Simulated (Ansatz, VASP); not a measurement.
MgZn4O: VASP beside Ansatz

```xyz
12
Lattice="5.3334 0.0000 0.0000 -2.6667 4.6189 0.0000 0.0000 0.0000 7.4921" Properties=species:S:1:pos:R:3 pbc="T T T"
Mg    0.0000    0.0000    3.7460
Mg    0.0000    0.0000    0.0000
Zn    1.3334    2.3094    5.3612
Zn    1.3334    2.3094    2.1309
Zn   -1.3334    2.3094    2.1309
Zn   -1.3334    2.3094    5.3612
Zn    2.6667    0.0000    5.3612
Zn    2.6667    0.0000    2.1309
Zn    2.6667    1.5396    0.0000
Zn    0.0000    3.0792    0.0000
O     2.6667    1.5396    3.7460
O     0.0000    3.0792    3.7460
```

Alike in both runs: functional PBE; k mesh 4 × 4 × 3; occupations gaussian, width 0.2 eV; no spin polarisation.

Ansatz relaxed the structure, and its values are those at the end. VASP's run is a single point on that final structure, the one shown.

```csv
,VASP,Ansatz
version,VASP 6.6.1,Ansatz 0.2.0
potentials or method,"VASP PAW PBE potentials, release 64 (Mg, Zn, O), cutoff 520 eV","scalar-relativistic, plane waves, PAW"
valence electrons in the cell,112,128
```

|  | VASP | Ansatz | Ansatz less VASP |
| --- | --- | --- | --- |
| gap on the k mesh at the Fermi level (eV) | none | none | - |
| pressure (GPa) | 0.2 | 0.0 | -0.26 |
| rms of the force components (eV/Å) | 0.014 | 0.009 | -0.0058 |

A gap of «none» marks a metal or a gap that the smearing closes. With one functional, cell and mesh, what is left measures potentials, basis and numerics. VASP's potentials hold 112 valence electrons a cell and Ansatz's 128, so a difference there can come from the potentials and not from the codes.
